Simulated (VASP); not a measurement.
# SnTe (I4/mmm) in VASP: notebook

SnTe is run at these levels: PBEsol; tasks: single point.

Program: VASP 6.6.1. These are calculated values, not measurements. Logs are shortened: lines on timing, memory, paths and dates and some standing lists are left out, and cuts for length are marked.

### Step 1. The cell of the first run

It takes space group I4/mmm (No. 139, tetragonal). The conventional cell has a = 4.687 Å, b = 4.687 Å, c = 5.997 Å, α = 90.00°, β = 90.00°, γ = 90.00°. Within 3.9 Å of Sn (site symmetry 4/mmm) lie 6 Te at 3.00 to 3.31 Å. Within 3.9 Å of Te (site symmetry 4/mmm) lie 6 Sn at 3.00 to 3.31 Å.

### Step 2. Single point, PBEsol (strain +0.050 along x and y, -0.050 along z)

The input, INCAR:

```
PREC     = Accurate       # precision mode
ENCUT    = 500            # plane-wave cutoff, eV
EDIFF    = 1E-6           # SCF threshold, eV
ISMEAR   = 0              # smearing method
SIGMA    = 0.03           # smearing width, eV
LREAL    = F              # projectors in reciprocal space
LASPH    = T              # aspherical terms in the spheres
NELM     = 120            # most SCF steps
ALGO     = Normal         # electronic algorithm
ISIF     = 2              # what is computed and relaxed
LWAVE    = F              # write WAVECAR
LCHARG   = T              # write CHGCAR
GGA      = PS             # functional
LELF     = T              # ELF
LVHAR    = T            
NBANDS   = 17             # bands
GGA_COMPAT= F
```

The input, KPOINTS:

```
regular mesh
0
Gamma
  10 10 10
```

The input, POSCAR:

```
SnTe
1.0
    0.0000000000      3.3143250000      2.9986750000
    3.3143250000      0.0000000000      2.9986750000
    3.3143250000      3.3143250000      0.0000000000
Sn Te
1 1
Direct
    0.0000000000      0.0000000000      0.0000000000
    0.5000000000      0.5000000000      0.5000000000
```

Potentials or basis: VASP PAW PBE potentials, release 64 (Sn_d, Te).

Command:

```console
$ cat potpaw_PBE.64/Sn_d/POTCAR potpaw_PBE.64/Te/POTCAR > POTCAR
$ mpirun -np 1 vasp_std > vasp.out
```

OUTCAR:

```text
PREC = Accurate
   ENCUT = 500
   EDIFF = 1E-6
   ISMEAR = 0
   LREAL = F
   LASPH = T
   NELM = 120
   ISIF = 2
   GGA = PS

 ion  position               nearest neighbor table
   1  0.000  0.000  0.000-   2 3.00   2 3.00   2 3.31   2 3.31   2 3.31   2 3.31
   2  0.500  0.500  0.500-   1 3.00   1 3.00   1 3.31   1 3.31   1 3.31   1 3.31

  LATTYP: Found a body centered tetragonal cell.
 ALAT       =     4.6871633651
 C/A-ratio  =     1.2795265564

  Lattice vectors:

 A1 = (   0.0000000000,  -3.3143250000,  -2.9986750000)
 A2 = (   0.0000000000,   3.3143250000,  -2.9986750000)
 A3 = (   3.3143250000,   0.0000000000,   2.9986750000)

Analysis of symmetry for initial positions (statically):
=====================================================================
 Subroutine PRICEL returns:
 Original cell was already a primitive cell.

 Routine SETGRP: Setting up the symmetry group for a
 body centered tetragonal supercell.

 Subroutine GETGRP returns: Found 16 space group operations
 (whereof 16 operations were pure point group operations)
 out of a pool of 16 trial point group operations.

The static configuration has the point symmetry D_4h.

Analysis of symmetry for dynamics (positions and initial velocities):
=====================================================================
 Subroutine PRICEL returns:
 Original cell was already a primitive cell.

 Routine SETGRP: Setting up the symmetry group for a
 body centered tetragonal supercell.

 Subroutine GETGRP returns: Found 16 space group operations
 (whereof 16 operations were pure point group operations)
 out of a pool of 16 trial point group operations.

The dynamic configuration has the point symmetry D_4h.

 Subroutine INISYM returns: Found 16 space group operations
 (whereof 16 operations are pure point group operations),
 and found     1 'primitive' translations

----------------------------------------------------------------------------------------

                                     Primitive cell

  volume of cell :      65.8794

  direct lattice vectors                    reciprocal lattice vectors
     0.000000000  3.314325000  2.998675000    -0.150860281  0.150860281  0.166740310
     3.314325000  0.000000000  2.998675000     0.150860281 -0.150860281  0.166740310
     3.314325000  3.314325000  0.000000000     0.150860281  0.150860281 -0.166740310

  length of vectors
     4.469541583  4.469541583  4.687163365     0.270776623  0.270776623  0.270776623

  position of ions in fractional coordinates (direct lattice)
     0.000000000  0.000000000  0.000000000
     0.500000000  0.500000000  0.500000000

  ion indices of the primitive-cell ions
   primitive index   ion index
                 1           1
                 2           2

----------------------------------------------------------------------------------------

 KPOINTS: regular mesh

Automatic generation of k-mesh.
 Grid dimensions read from file:
 generate k-points for:   10   10   10

 Generating k-lattice:

  Cartesian coordinates                     Fractional coordinates (reciprocal lattice)
    -0.015086028  0.015086028  0.016674031     0.100000000  0.000000000  0.000000000
     0.015086028 -0.015086028  0.016674031     0.000000000  0.100000000  0.000000000
     0.015086028  0.015086028 -0.016674031     0.000000000  0.000000000  0.100000000

  Length of vectors
     0.027077662  0.027077662  0.027077662

  Shift w.r.t. Gamma in fractional coordinates (k-lattice)
     0.000000000  0.000000000  0.000000000

 Subroutine IBZKPT returns following result:
 ===========================================

 Found    102 irreducible k-points:

 Following reciprocal coordinates:
            Coordinates               Weight
  0.000000  0.000000  0.000000      1.000000
  0.100000 -0.000000  0.000000      8.000000
  0.200000 -0.000000  0.000000      8.000000
  0.300000  0.000000  0.000000      8.000000
  0.400000  0.000000  0.000000      8.000000
  0.500000  0.000000  0.000000      4.000000
[... 16 lines left out ...]
  0.300000  0.300000  0.000000      2.000000
  0.400000  0.300000  0.000000      8.000000
 [... further k-points ...]
   k-points           NKPTS =    102   k-points in BZ     NKDIM =    102   number of bands    NBANDS=     17
   number of dos      NEDOS =    301   number of ions     NIONS =      2
   total plane-waves  NPLWV =  46656
   dimension x,y,z NGX =    36 NGY =   36 NGZ =   36
   dimension x,y,z NGXF=    72 NGYF=   72 NGZF=   72
   ions per type =               1   1
   NGX,Y,Z   is equivalent  to a cutoff of  13.39, 13.39, 12.77 a.u.
   NGXF,Y,Z  is equivalent  to a cutoff of  26.78, 26.78, 25.54 a.u.
 SYSTEM =  unknown system
   PREC   = accura    normal or accurate (medium, high low for compatibility)
   ISTART =      0    job   : 0-new  1-cont  2-samecut
   ICHARG =      2    charge: 1-file 2-atom 10-const
   ISPIN  =      1    spin polarized calculation?
   LNONCOLLINEAR =      F non collinear calculations
   LSORBIT =      F    spin-orbit coupling
   LASPH  =      T    aspherical Exc in radial PAW
   ENCUT  =  500.0 eV  36.75 Ry    6.06 a.u.   8.15  8.15  8.55*2*pi/ulx,y,z
   NELM   =    120;   NELMIN=  2; NELMDL= -5     # of ELM steps
   EDIFF  = 0.1E-05   stopping-criterion for ELM
   LREAL  =      F    real-space projection
   EDIFFG = 0.1E-04   stopping-criterion for IOM
   NSW    =      0    number of steps for IOM
   IBRION =     -1    ionic relax: 0-MD 1-quasi-New 2-CG
   NFREE  =      0    steps in history (QN), initial steepest desc. (CG)
   ISIF   =      2    stress and relaxation
   ISYM   =      2    0-nonsym 1-usesym 2-fastsym
   POTIM  = 0.5000    time-step for ionic-motion
   TEBEG  =    0.0;   TEEND  =   0.0 temperature during run
   PSTRESS=    0.0 pullay stress
   NELECT =      20.0000    total number of electrons
   NUPDOWN=      -1.0000    fix difference up-down
   EMIN   =  10.00;   EMAX   =-10.00  energy-range for DOS
   EFERMI =   0.00;   METHOD = LEGACY
   ISMEAR =     0;   SIGMA  =   0.03  broadening in eV -4-tet -1-fermi 0-gaus
   EFERMI_NEDOS =   21; number of points for ismear=-14 and -15
   IALGO  =     38    algorithm
   IMIX   =      4    mixing-type and parameters
     AMIX     =   0.40;   BMIX     =  1.00
     AMIX_MAG =   1.60;   BMIX_MAG =  1.00
  volume/ion in A,a.u.               =      32.94       222.29
  Fermi-wavevector in a.u.,A,eV,Ry     =   1.100276  2.079220 16.471312  1.210607
  Thomas-Fermi vector in A             =   2.236684
   LORBIT       =      0    0 simple, 1 ext, 2 COOP (PROOUT), +10 PAW based schemes
   GGA     = PS    functional components
   LHFCALC =     F    Hartree Fock is set to
   AEXX    =    0.0000 exact exchange contribution
   IVDW    =     0    specifies the selected vdW correction
   LEPSILON=     F    determine dielectric tensor
   LRPA    =     F    only Hartree local field effects (RPA)
 non-spin polarized calculation
 Gauss-broadening in eV      SIGMA  =   0.03
  energy-cutoff  :      500.00
  volume of cell :       65.88
 maximum number of plane-waves:      1687
 NGX is ok and might be reduce to    36
   NGX = 17   NGY = 17   NGZ = 17

 number of electron      20.0000004 magnetization

 Free energy of the ion-electron system (eV)
  ---------------------------------------------------
  ext. energy  EPLUGINS =         0.00000000
  ---------------------------------------------------
  free energy    TOTEN  =        -8.14712333 eV

  energy without entropy =       -8.14712333  energy(sigma->0) =       -8.14712333

 E-fermi :   6.2594     XC(G=0):  -9.4119

 val. band max:        6.1405306300   @ k =  -0.2000   0.0000   0.2000
 cond. band min:       6.3775235317   @ k =   0.4000   0.0000   0.0000
 fundamental gap:      0.2369929017
 Fermi energy:         6.2593575128

 k-point     1 :       0.0000    0.0000    0.0000
  band No.  band energies     occupation
      1     -15.6128      2.00000
      2     -15.6095      2.00000
      3     -15.5822      2.00000
      4     -15.5797      2.00000
      5     -15.5797      2.00000
      6      -6.3254      2.00000
[... 9 lines left out ...]
     16      11.4797      0.00000
     17      12.3639      0.00000

 k-point     2 :       0.1000   -0.0000    0.0000
  band No.  band energies     occupation
      1     -15.6129      2.00000
      2     -15.6094      2.00000
      3     -15.5828      2.00000
      4     -15.5794      2.00000
      5     -15.5793      2.00000
      6      -6.2470      2.00000
[... 9 lines left out ...]
     16      11.4839      0.00000
     17      12.9001      0.00000

 k-point     3 :       0.2000   -0.0000    0.0000
  band No.  band energies     occupation
      1     -15.6129      2.00000
      2     -15.6092      2.00000
      3     -15.5841      2.00000
      4     -15.5784      2.00000
      5     -15.5779      2.00000
      6      -6.0212      2.00000
[... 9 lines left out ...]
     16      11.8765      0.00000
     17      14.1578      0.00000

 k-point     4 :       0.3000    0.0000    0.0000
  band No.  band energies     occupation
      1     -15.6131      2.00000
      2     -15.6089      2.00000
      3     -15.5858      2.00000
      4     -15.5771      2.00000
      5     -15.5761      2.00000
      6      -5.6841      2.00000
[... 9 lines left out ...]
     16      12.7194      0.00000
     17      15.6035      0.00000
[... 343 lines left out ...]
      1     -15.6134      2.00000
      2     -15.6082      2.00000
      3     -15.5863      2.00000
      4     -15.5772      2.00000
      5     -15.5760      2.00000
      6      -5.6428      2.00000
[... 9 lines left out ...]
     16      14.6582      0.00000
     17      15.0170      0.00000

 k-point    23 :       0.3000    0.3000    0.0000
  band No.  band energies     occupation
      1     -15.6122      2.00000
      2     -15.6090      2.00000
      3     -15.5924      2.00000
      4     -15.5731      2.00000
      5     -15.5731      2.00000
      6      -5.3158      2.00000
[... 9 lines left out ...]
     16      13.7810      0.00000
     17      15.2913      0.00000

 k-point    24 :       0.4000    0.3000    0.0000
  band No.  band energies     occupation
      1     -15.6124      2.00000
      2     -15.6086      2.00000
      3     -15.5948      2.00000
      4     -15.5718      2.00000
      5     -15.5716      2.00000
      6      -5.0358      2.00000
[... 9 lines left out ...]
     16      14.4988      0.00000
     17      16.3828      0.00000

 [... further k-points ...]

------------------------ aborting loop because EDIFF is reached ----------------------------------------

  FORCE on cell =-STRESS in cart. coord.  units (eV):
  Direction    XX          YY          ZZ          XY          YZ          ZX
  --------------------------------------------------------------------------------------
  -------------------------------------------------------------------------------------
  Total       -2.1891718     -2.1891718      2.9889967      0.0000000     -0.0000000      0.0000000
  in kB      -53.2403438    -53.2403438     72.6919700      0.0000000     -0.0000000      0.0000000
  external PRESSURE =     -11.2629059 kB  Pullay stress =       0.0000000 kB

 VOLUME and BASIS-vectors are now :
 -----------------------------------------------------------------------------
  energy-cutoff  :      500.00
  volume of cell :       65.88
      direct lattice vectors                 reciprocal lattice vectors
     0.000000000  3.314325000  2.998675000    -0.150860281  0.150860281  0.166740310
     3.314325000  0.000000000  2.998675000     0.150860281 -0.150860281  0.166740310
     3.314325000  3.314325000  0.000000000     0.150860281  0.150860281 -0.166740310

 POSITION                                       TOTAL-FORCE (eV/Angst)
 -----------------------------------------------------------------------------------
      0.00000      0.00000      0.00000        -0.000000      0.000000      0.000000
      3.31433      3.31433      2.99867         0.000000      0.000000     -0.000000
 -----------------------------------------------------------------------------------
    total drift:                               -0.000000      0.000000      0.000000

  FREE ENERGIE OF THE ION-ELECTRON SYSTEM (eV)
  ---------------------------------------------------
  free  energy   TOTEN  =        -8.1471233290 eV

  energy  without entropy=       -8.1471233290  energy(sigma->0) =       -8.14712333
```

Wall time 49 s (1 thread of AMD EPYC 9R45 (Zen 5), shared host); peak memory 0.24 GiB.

What came out:

| Quantity | Value |
| --- | --- |
| Free energy | -8.1471 eV |
| Pressure | -1.1 GPa |
| Band gap on the k mesh | 0.24 eV (least direct gap 0.33 eV) |

Levels at points of the mesh, in eV from the valence-band top:
```csv
k point,band 6,band 7,band 8,band 9,band 10,band 11,band 12,band 13,band 14,band 15
"(0.00, 0.00, 0.00)",-12.47,-4.80,-2.71,-1.60,-1.60,2.50,2.50,4.66,4.66,4.99
"(0.50, 0.00, 0.00)",-11.30,-8.13,-1.76,-1.63,-0.15,0.25,0.26,0.90,7.52,8.17
"(0.50, 0.50, 0.00)",-10.77,-6.69,-5.38,-3.64,-3.64,2.16,4.48,4.48,7.11,8.97
"(0.50, 0.00, 0.50)",-11.21,-6.17,-5.17,-3.96,-2.82,2.46,3.61,5.57,6.24,8.36
```

Caveat: the cell differs from its parent crystal (strain +0.050 along x and y, -0.050 along z); the stress differs along the axes, from -5 to 7 GPa; semilocal functionals underestimate gaps, and a narrow one can read as zero; the PAW data sets were made with another functional, which shifts forces and pressure a little; spin-orbit coupling is left out, which moves the levels of the heavy elements. A k mesh can miss the band edges.

[end of part 1 of 2]
